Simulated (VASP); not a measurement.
A run of VASP 6.6.1:

File INCAR:

```
SYSTEM = B13P10
ALGO = Normal
EDIFF = 1E-6
ENCUT = 420
GGA = PE
GGA_COMPAT = .FALSE.
ISIF = 2
ISMEAR = -1
ISYM = -1
LASPH = .TRUE.
LCHARG = .FALSE.
LREAL = Auto
LWAVE = .FALSE.
NBANDS = 62
NELM = 120
PREC = Accurate
SIGMA = 0.2482
```

The input KPOINTS:

```
explicit points
1
Reciprocal
  0.25000000   0.25000000   0.25000000 1
```

File POSCAR:

```
B13P10
1.0
    6.5660210000      0.0873340000     -0.1704000000
    0.0873340000      6.7396190000      0.1358200000
   -0.1704000000      0.1358200000      7.0462260000
P B
10 13
Direct
    0.8278306456      0.5396476236      0.2570597937
    1.0025895359      0.0459705477      0.3182437715
    0.9651939927      1.0044014986      0.6620330152
    0.6203485891      0.8565026323      0.9101388761
    0.5071100858      0.1401897562      0.4822817187
    0.4380488460      0.6512095559      0.4667585515
    0.3543489706      0.2416286953     -0.0687900083
    0.1109065122      0.7147324685     -0.0088384185
    0.2554251323      0.3940817419      0.3498152430
    0.7351327521      0.2099473243      0.9515236348
    0.6941950420      0.5146612282      0.7922807964
    0.6723984566      0.5266921475      0.4701321487
    0.3267455589      0.5284323313      0.7188515901
   -0.0472372776      0.7734025707      0.2014928603
    0.1306632061      0.3485167905      0.7418000018
    0.7702120226      0.7456463886      0.6382840170
    0.3355127829      0.2901820034      0.6588071201
    0.2901814322      0.5303055293      1.1055814586
    0.4877640640      0.9552497988      0.6799581746
    0.4699736078      0.5304918497      0.9465349394
    0.1889667657      0.9608440448      0.8953762055
    0.0690000416      0.5716257508      0.7745779652
    0.7678677460      0.2404507611      0.5073959651
```

Potentials or basis: VASP PAW PBE potentials, release 64 (P, B).

Command:

```console
$ cat potpaw_PBE.64/P/POTCAR potpaw_PBE.64/B/POTCAR > POTCAR
$ mpirun -np 1 vasp_std > vasp.out
```

Hardware: 1 thread of Intel(R) Xeon(R) Platinum 8375C CPU @ 2.90GHz (Ice Lake) (shared host).

Problem. How long does it take, and how much memory?

Solution. It took 36 s on 1 thread of Intel(R) Xeon(R) Platinum 8375C CPU @ 2.90GHz (Ice Lake), with other jobs on the host, peak memory 0.3 GiB. Counts: scf iterations 17, k points 1.
